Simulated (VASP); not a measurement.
Input of a VASP 6.6.1 run:

File INCAR:

```
ALGO = Normal
EDIFF = 1E-6
ENCUT = 520
ISIF = 2
ISMEAR = -1
LASPH = True
LCHARG = False
LREAL = False
LWAVE = False
NBANDS = 22
NELM = 80
PREC = Accurate
SIGMA = 0.1
```

File KPOINTS:

```
k-points
0
Gamma
  6 6 6
```

File POSCAR:

```
Ba
1.0
   -2.9813010000      2.9813010000      6.6266040000
    2.9813010000     -2.9813010000      6.6266040000
    2.9813010000      2.9813010000     -6.6266040000
Ba
3
Direct
    0.7500000000      0.2500000000      0.5000000000
    0.2500000000      0.7500000000      0.5000000000
    0.5000000000      0.5000000000      0.0000000000
```

Potentials or basis: VASP PAW LDA potentials, release 64 (Ba_sv).

The run is started by

```bash
$ cat potpaw_LDA.64/Ba_sv/POTCAR > POTCAR
$ mpirun -np 1 vasp_std > vasp.out
```

Task: What does it give for the pressure?

Result: -1.0 GPa.

Task: What does it give for the band gap on the k mesh?

Result: Zero (bands 15 and 16 overlap by 0.28 eV).

Stress tensor (GPa, compression positive):
```
-1.16  0.00  0.00
 0.00 -1.16  0.00
 0.00  0.00 -0.58
```

Caveat: spin-orbit coupling is left out, which moves the levels of the heavy elements.
